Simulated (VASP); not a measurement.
# SrO (kk07) (P6_3/mmc) in VASP: a series of runs

Runs on SrO (kk07). Level: LDA. Tasks: single point, relaxation of cell and atoms.

Everything below comes from runs of VASP 6.6.1. Logs are shortened: lines on timing, memory, paths and dates and some standing lists are left out, and cuts for length are marked.

## Step 1: The cell of the first run

It takes space group P6_3/mmc (No. 194, hexagonal). Conventional cell: a = 4.189 Å, b = 4.189 Å, c = 5.050 Å, α = 90.00°, β = 90.00°, γ = 120.00°. Sr (site symmetry -6m2) has 5 O at 2.42 to 2.52 Å within 3.2 Å. O (site symmetry -6m2) has 5 Sr at 2.42 to 2.52 Å within 3.2 Å.

## Step 2: Single point, LDA

The input, INCAR:

```
PREC     = Accurate       # precision mode
ENCUT    = 520            # plane-wave cutoff, eV
EDIFF    = 1E-7           # SCF threshold, eV
ISMEAR   = 0              # smearing method
SIGMA    = 0.02           # smearing width, eV
LREAL    = False          # projectors in reciprocal space
LASPH    = True           # aspherical terms in the spheres
NELM     = 100            # most SCF steps
ALGO     = Normal         # electronic algorithm
ISIF     = 2              # what is computed and relaxed
LWAVE    = False          # write WAVECAR
LCHARG   = True           # write CHGCAR
GGA      = CA             # functional
LELF     = True           # ELF
LVHAR    = True         
NBANDS   = 24             # bands
```

The input, KPOINTS:

```
Automatic mesh
0
Gamma
  12 12 8
```

The input, POSCAR:

```
SrO
1.0
    4.1894372960     -0.0000000028      0.0000000000
   -2.0947186455      3.6281591273      0.0000000000
    0.0000000000      0.0000000000      5.0495561261
Sr O
2 2
Direct
    0.3333333333      0.6666666667      0.7500000000
    0.6666666667      0.3333333333      0.2500000000
    0.3333333333      0.6666666667      0.2500000000
    0.6666666667      0.3333333333      0.7500000000
```

Potentials or basis: VASP PAW LDA potentials, release 64 (Sr_sv, O).

Started as:

```console
$ cat potpaw_LDA.64/Sr_sv/POTCAR potpaw_LDA.64/O/POTCAR > POTCAR
$ mpirun -np 1 vasp_std > vasp.out
```

OUTCAR:

```text
PREC = Accurate
   ENCUT = 520
   EDIFF = 1E-7
   ISMEAR = 0
   LREAL = False
   LASPH = True
   NELM = 100
   ISIF = 2
   GGA = CA

 ion  position               nearest neighbor table
   1  0.333  0.667  0.750-   4 2.42   4 2.42   4 2.42   3 2.52   3 2.52   2 3.50   2 3.50   2 3.50
                             2 3.50   2 3.50   2 3.50
   2  0.667  0.333  0.250-   3 2.42   3 2.42   3 2.42   4 2.52   4 2.52   1 3.50   1 3.50   1 3.50
                             1 3.50   1 3.50   1 3.50
   3  0.333  0.667  0.250-   2 2.42   2 2.42   2 2.42   1 2.52   1 2.52
   4  0.667  0.333  0.750-   1 2.42   1 2.42   1 2.42   2 2.52   2 2.52

  LATTYP: Found a hexagonal cell.
 ALAT       =     4.1894372960
 C/A-ratio  =     1.2053065291

  Lattice vectors:

 A1 = (   4.1894372960,  -0.0000000028,   0.0000000000)
 A2 = (  -2.0947186455,   3.6281591273,   0.0000000000)
 A3 = (   0.0000000000,   0.0000000000,   5.0495561261)

Analysis of symmetry for initial positions (statically):
=====================================================================
 Subroutine PRICEL returns:
 Original cell was already a primitive cell.

 Routine SETGRP: Setting up the symmetry group for a
 hexagonal supercell.

 Subroutine GETGRP returns: Found 24 space group operations
 (whereof 12 operations were pure point group operations)
 out of a pool of 24 trial point group operations.

The static configuration has the point symmetry D_3d.
 The point group associated with its full space group is D_6h.

Analysis of symmetry for dynamics (positions and initial velocities):
=====================================================================
 Subroutine PRICEL returns:
 Original cell was already a primitive cell.

 Routine SETGRP: Setting up the symmetry group for a
 hexagonal supercell.

 Subroutine GETGRP returns: Found 24 space group operations
 (whereof 12 operations were pure point group operations)
 out of a pool of 24 trial point group operations.

The dynamic configuration has the point symmetry D_3d.
 The point group associated with its full space group is D_6h.

 Subroutine INISYM returns: Found 24 space group operations
 (whereof 12 operations are pure point group operations),
 and found     1 'primitive' translations

----------------------------------------------------------------------------------------

                                     Primitive cell

  volume of cell :      76.7530

  direct lattice vectors                    reciprocal lattice vectors
     4.189437296 -0.000000003  0.000000000     0.238695541  0.137810934  0.000000000
    -2.094718645  3.628159127  0.000000000     0.000000000  0.275621869  0.000000000
     0.000000000  0.000000000  5.049556126     0.000000000  0.000000000  0.198037209

  length of vectors
     4.189437296  4.189437296  5.049556126     0.275621869  0.275621869  0.198037209

  position of ions in fractional coordinates (direct lattice)
     0.333333333  0.666666667  0.750000000
     0.666666667  0.333333333  0.250000000
     0.333333333  0.666666667  0.250000000
     0.666666667  0.333333333  0.750000000

  ion indices of the primitive-cell ions
   primitive index   ion index
                 1           1
                 2           2
                 3           3
                 4           4

----------------------------------------------------------------------------------------

 KPOINTS: Automatic mesh

Automatic generation of k-mesh.
 Grid dimensions read from file:
 generate k-points for:   12   12    8

 Generating k-lattice:

  Cartesian coordinates                     Fractional coordinates (reciprocal lattice)
     0.019891295  0.011484245  0.000000000     0.083333333  0.000000000  0.000000000
     0.000000000  0.022968489  0.000000000     0.000000000  0.083333333  0.000000000
     0.000000000  0.000000000  0.024754651     0.000000000  0.000000000  0.125000000

  Length of vectors
     0.022968489  0.022968489  0.024754651

  Shift w.r.t. Gamma in fractional coordinates (k-lattice)
     0.000000000  0.000000000  0.000000000

 Subroutine IBZKPT returns following result:
 ===========================================

 Found     95 irreducible k-points:

 Following reciprocal coordinates:
            Coordinates               Weight
  0.000000  0.000000  0.000000      1.000000
  0.083333  0.000000  0.000000      6.000000
  0.166667 -0.000000  0.000000      6.000000
  0.250000  0.000000  0.000000      6.000000
  0.333333 -0.000000  0.000000      6.000000
  0.416667  0.000000  0.000000      6.000000
[... 16 lines left out ...]
  0.250000  0.000000  0.125000     12.000000
  0.333333 -0.000000  0.125000     12.000000
 [... further k-points ...]
   k-points           NKPTS =     95   k-points in BZ     NKDIM =     95   number of bands    NBANDS=     24
   number of dos      NEDOS =    301   number of ions     NIONS =      4
   total plane-waves  NPLWV =  40960
   dimension x,y,z NGX =    32 NGY =   32 NGZ =   40
   dimension x,y,z NGXF=    64 NGYF=   64 NGZF=   80
   ions per type =               2   2
   NGX,Y,Z   is equivalent  to a cutoff of  12.70, 12.70, 13.17 a.u.
   NGXF,Y,Z  is equivalent  to a cutoff of  25.40, 25.40, 26.34 a.u.
 SYSTEM =  unknown system
   PREC   = accura    normal or accurate (medium, high low for compatibility)
   ISTART =      0    job   : 0-new  1-cont  2-samecut
   ICHARG =      2    charge: 1-file 2-atom 10-const
   ISPIN  =      1    spin polarized calculation?
   LNONCOLLINEAR =      F non collinear calculations
   LSORBIT =      F    spin-orbit coupling
   LASPH  =      T    aspherical Exc in radial PAW
   ENCUT  =  520.0 eV  38.22 Ry    6.18 a.u.   7.79  7.79  9.39*2*pi/ulx,y,z
   NELM   =    100;   NELMIN=  2; NELMDL= -5     # of ELM steps
   EDIFF  = 0.1E-06   stopping-criterion for ELM
   LREAL  =      F    real-space projection
   EDIFFG = 0.1E-05   stopping-criterion for IOM
   NSW    =      0    number of steps for IOM
   IBRION =     -1    ionic relax: 0-MD 1-quasi-New 2-CG
   NFREE  =      0    steps in history (QN), initial steepest desc. (CG)
   ISIF   =      2    stress and relaxation
   ISYM   =      2    0-nonsym 1-usesym 2-fastsym
   POTIM  = 0.5000    time-step for ionic-motion
   TEBEG  =    0.0;   TEEND  =   0.0 temperature during run
   PSTRESS=    0.0 pullay stress
   NELECT =      32.0000    total number of electrons
   NUPDOWN=      -1.0000    fix difference up-down
   EMIN   =  10.00;   EMAX   =-10.00  energy-range for DOS
   EFERMI =   0.00;   METHOD = LEGACY
   ISMEAR =     0;   SIGMA  =   0.02  broadening in eV -4-tet -1-fermi 0-gaus
   EFERMI_NEDOS =   21; number of points for ismear=-14 and -15
   IALGO  =     38    algorithm
   IMIX   =      4    mixing-type and parameters
     AMIX     =   0.40;   BMIX     =  1.00
     AMIX_MAG =   1.60;   BMIX_MAG =  1.00
  volume/ion in A,a.u.               =      19.19       129.49
  Fermi-wavevector in a.u.,A,eV,Ry     =   1.223000  2.311135 20.350625  1.495729
  Thomas-Fermi vector in A             =   2.358127
   LORBIT       =      0    0 simple, 1 ext, 2 COOP (PROOUT), +10 PAW based schemes
   GGA     = CA    functional components
   LHFCALC =     F    Hartree Fock is set to
   AEXX    =    0.0000 exact exchange contribution
   IVDW    =     0    specifies the selected vdW correction
   LEPSILON=     F    determine dielectric tensor
   LRPA    =     F    only Hartree local field effects (RPA)
 non-spin polarized calculation
 Gauss-broadening in eV      SIGMA  =   0.02
  energy-cutoff  :      520.00
  volume of cell :       76.75
 maximum number of plane-waves:      2089
 NGX is ok and might be reduce to    32
   NGX = 15   NGY = 15   NGZ = 19

 number of electron      32.0000004 magnetization

 Free energy of the ion-electron system (eV)
  ---------------------------------------------------
  ext. energy  EPLUGINS =         0.00000000
  ---------------------------------------------------
  free energy    TOTEN  =       -26.39731497 eV

  energy without entropy =      -26.39731497  energy(sigma->0) =      -26.39731497

 E-fermi :   0.8388     XC(G=0):  -9.7262

 val. band max:        0.6757791310   @ k =   0.0000   0.0000   0.0000
 cond. band min:       3.3009953800   @ k =   0.0000   0.0000   0.0000
 fundamental gap:      2.6252162489
 Fermi energy:         0.8387818526

 k-point     1 :       0.0000    0.0000    0.0000
  band No.  band energies     occupation
      1     -31.2318      2.00000
      2     -31.0068      2.00000
      3     -14.1283      2.00000
      4     -14.0957      2.00000
      5     -14.0210      2.00000
      6     -13.5099      2.00000
[... 16 lines left out ...]
     23       9.5322      0.00000
     24       9.7524      0.00000

 k-point     2 :       0.0833    0.0000    0.0000
  band No.  band energies     occupation
      1     -31.2268      2.00000
      2     -31.0085      2.00000
      3     -14.3251      2.00000
      4     -14.2448      2.00000
      5     -14.0036      2.00000
      6     -13.5231      2.00000
[... 16 lines left out ...]
     23       9.3710      0.00000
     24       9.5051      0.00000

 k-point     3 :       0.1667   -0.0000    0.0000
  band No.  band energies     occupation
      1     -31.2124      2.00000
      2     -31.0138      2.00000
      3     -14.6451      2.00000
      4     -14.5334      2.00000
      5     -13.9529      2.00000
      6     -13.5578      2.00000
[... 16 lines left out ...]
     23       9.3665      0.00000
     24       9.4223      0.00000
[... 514 lines left out ...]
 k-point    23 :       0.2500    0.0000    0.1250
  band No.  band energies     occupation
      1     -31.1842      2.00000
      2     -31.0290      2.00000
      3     -15.0525      2.00000
      4     -14.9120      2.00000
      5     -13.7277      2.00000
      6     -13.5850      2.00000
[... 16 lines left out ...]
     23       9.4746      0.00000
     24       9.8807      0.00000

 k-point    24 :       0.3333   -0.0000    0.1250
  band No.  band energies     occupation
      1     -31.1604      2.00000
      2     -31.0401      2.00000
      3     -15.2533      2.00000
      4     -15.1295      2.00000
      5     -13.6550      2.00000
      6     -13.6256      2.00000
[... 16 lines left out ...]
     23       9.5787      0.00000
     24       9.9439      0.00000

 [... further k-points ...]
[... 5 lines left out ...]
  --------------------------------------------------------------------------------------
  -------------------------------------------------------------------------------------
  Total        0.3385239      0.3385239      0.3578916      0.0000000     -0.0000000     -0.0000000
  in kB        7.0665053      7.0665053      7.4707962      0.0000000     -0.0000000     -0.0000000
  external PRESSURE =       7.2012690 kB  Pullay stress =       0.0000000 kB

 VOLUME and BASIS-vectors are now :
 -----------------------------------------------------------------------------
  energy-cutoff  :      520.00
  volume of cell :       76.75
      direct lattice vectors                 reciprocal lattice vectors
     4.189437296 -0.000000003  0.000000000     0.238695541  0.137810934  0.000000000
    -2.094718645  3.628159127  0.000000000     0.000000000  0.275621869  0.000000000
     0.000000000  0.000000000  5.049556126     0.000000000  0.000000000  0.198037209

 POSITION                                       TOTAL-FORCE (eV/Angst)
 -----------------------------------------------------------------------------------
      0.00000      2.41877      3.78717        -0.000000     -0.000000      0.000000
      2.09472      1.20939      1.26239         0.000000     -0.000000      0.000000
      0.00000      2.41877      1.26239        -0.000000      0.000000      0.000000
      2.09472      1.20939      3.78717         0.000000      0.000000      0.000000
 -----------------------------------------------------------------------------------
    total drift:                               -0.000000     -0.000000     -0.000000

  FREE ENERGIE OF THE ION-ELECTRON SYSTEM (eV)
  ---------------------------------------------------
  free  energy   TOTEN  =       -26.3973149731 eV

  energy  without entropy=      -26.3973149731  energy(sigma->0) =      -26.39731497
```

Run time: 2.1 min. Hardware: 1 thread of Intel Xeon Platinum 8488C (Sapphire Rapids), shared host; peak memory 0.27 GiB.

Results:

```
Free energy            : -26.3973 eV
Pressure               : 0.7 GPa
Band gap on the k mesh : 2.63 eV, direct
```

Levels at points of the mesh, in eV from the valence-band top:
| k point | band 12 | band 13 | band 14 | band 15 | band 16 | band 17 | band 18 | band 19 | band 20 | band 21 |
| --- | --- | --- | --- | --- | --- | --- | --- | --- | --- | --- |
| (0.00, 0.00, 0.00) | -1.19 | -0.95 | -0.95 | -0.22 | 0.00 | 2.63 | 6.12 | 6.12 | 7.36 | 8.26 |
| (0.50, 0.00, 0.00) | -0.93 | -0.34 | -0.32 | -0.31 | -0.29 | 4.23 | 4.75 | 4.98 | 7.44 | 8.24 |
| (0.00, 0.00, 0.50) | -1.35 | -1.21 | -1.21 | -1.21 | -1.21 | 4.36 | 4.36 | 8.05 | 8.05 | 8.05 |
| (0.50, 0.00, 0.50) | -1.77 | -1.00 | -1.00 | -0.44 | -0.44 | 4.90 | 4.90 | 7.52 | 7.52 | 8.34 |

## Step 3: Relaxation of cell and atoms, LDA

This run uses another cell than the first one, of 20.40 Å³/atom, 1.063 times its volume.

The input, INCAR:

```
PREC = Accurate
ENCUT = 600
EDIFF = 1E-7
ISMEAR = 0
SIGMA = 0.02
LREAL = F
LASPH = T
NELM = 100
ALGO = Normal
ISIF = 3
LWAVE = F
LCHARG = F
IBRION = 2
NSW = 100
EDIFFG = -0.002
```

The input, KPOINTS:

```
regular mesh
0
Gamma
  12 12 8
```

The input, POSCAR:

```
SrO
1.0
    4.2754662700      0.0000000000      0.0000000000
   -2.1377331300      3.7026624000      0.0000000000
    0.0000000000      0.0000000000      5.1555949900
Sr O
2 2
Direct
    0.3333333300      0.6666666700      0.7500000000
    0.6666666700      0.3333333300      0.2500000000
    0.3333333300      0.6666666700      0.2500000000
    0.6666666700      0.3333333300      0.7500000000
```

Potentials or basis: VASP PAW LDA potentials, release 64 (Sr_sv, O).

Started as:

```console
$ cat potpaw_LDA.64/Sr_sv/POTCAR potpaw_LDA.64/O/POTCAR > POTCAR
$ mpirun -np 1 vasp_std > vasp.out
```

Run time: 11 min. Hardware: 1 thread of Intel Xeon Platinum 8488C (Sapphire Rapids), shared host; peak memory 0.32 GiB.

The run converged. Its results:

| Property | Result |
| --- | --- |
| Free energy | -26.4083 eV |
| Relaxed volume | 19.32 Å³/atom |
| Relaxed cell | a = 4.199 Å, b = 4.199 Å, c = 5.061 Å, α = 90.00°, β = 90.00°, γ = 120.00° |
| Space group after relaxing (to 0.05 Å) | P6_3/mmc (No. 194) |
| Energy gained by relaxing | 14.3 meV/atom |
| Ionic steps | 8 |
| Pressure after relaxing | 0.0 GPa |
| Band gap on the k mesh | 2.61 eV, direct |

The path:
| step | energy change (eV) | largest force (eV/Å) | pressure (GPa) | volume (Å³) |
| --- | --- | --- | --- | --- |
| 1 | 0.0000 | 0.0000 | -4.04 | 81.62 |
| 2 | -0.0480 | 0.0000 | 1.86 | 75.69 |
| 3 | -0.0573 | 0.0000 | -0.01 | 77.31 |
| 4 | -0.0572 | 0.0000 | -0.10 | 77.39 |
| 5 | -0.0573 | 0.0000 | -0.09 | 77.38 |
| 6 | -0.0573 | 0.0000 | -0.09 | 77.37 |
| 7 | -0.0573 | 0.0000 | 0.05 | 77.25 |
| 8 | -0.0573 | 0.0000 | 0.00 | 77.29 |

Final structure:
```
CELL_PARAMETERS angstrom
4.19945 0.00000 0.00000
-2.09973 3.63683 0.00000
0.00000 0.00000 5.06077
ATOMIC_POSITIONS crystal
Sr 0.33333 0.66667 0.75000
Sr 0.66667 0.33333 0.25000
O 0.33333 0.66667 0.25000
O 0.66667 0.33333 0.75000
```

Levels at points of the mesh, in eV from the valence-band top:
| k point | band 14 | band 15 | band 16 | band 17 | band 18 | band 19 |
| --- | --- | --- | --- | --- | --- | --- |
| (0.00, 0.00, 0.00) | -0.94 | -0.23 | 0.00 | 2.61 | 6.11 | 6.11 |
| (0.50, 0.00, 0.00) | -0.33 | -0.31 | -0.29 | 4.22 | 4.74 | 4.97 |
| (0.00, 0.00, 0.50) | -1.20 | -1.20 | -1.20 | 4.33 | 4.33 | 8.02 |
| (0.50, 0.00, 0.50) | -0.99 | -0.44 | -0.44 | 4.89 | 4.89 | 7.49 |

(Part 1 of 2 ends here.)
